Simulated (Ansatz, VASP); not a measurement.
Two plane-wave programs on Al2O3

```
CELL_PARAMETERS angstrom
3.01748 0.00000 0.00000
-1.50874 2.61322 0.00000
0.00000 0.00000 7.57464
ATOMIC_POSITIONS crystal
Al 0.00000 0.00000 0.72205
Al 0.00000 0.00000 0.27795
O 0.00000 0.00000 0.50000
O 0.66667 0.33333 0.80055
O 0.33333 0.66667 0.19945
```

Alike in both runs: functional LDA; k mesh 12 × 12 × 4; no spin polarisation.

|  | VASP | Ansatz |
| --- | --- | --- |
| version | VASP 6.6.1 | Ansatz 0.2.0 |
| potentials or method | VASP PAW LDA potentials, release 64 (Al, O) | Ansatz PAW |
| plane-wave cutoff (eV) | 520 | 420 |
| occupations | gaussian, width 0.01 eV | fixed |
| valence electrons in the cell | 24 | 24 |
| task | single point | band structure |

|  | VASP | Ansatz | Ansatz less VASP |
| --- | --- | --- | --- |
| gap on the k mesh at the Fermi level (eV) | 2.19 | 2.20 | +0.010 |
| least direct gap on the mesh (eV) | 2.19 | 2.20 | +0.010 |
| pressure (GPa) | -7.6 | -8.3 | -0.76 |
| traceless stress, the component that is largest in VASP (GPa) | 0.47 | -0.05 | -0.527 |
| rms of the force components (eV/Å) | 0.162 | 0.188 | +0.0256 |

LDA's correlation is that of Perdew and Zunger in VASP and of Perdew and Wang (1992) in Ansatz. Atom by atom the forces differ by 0.045 eV/Å (rms over components).
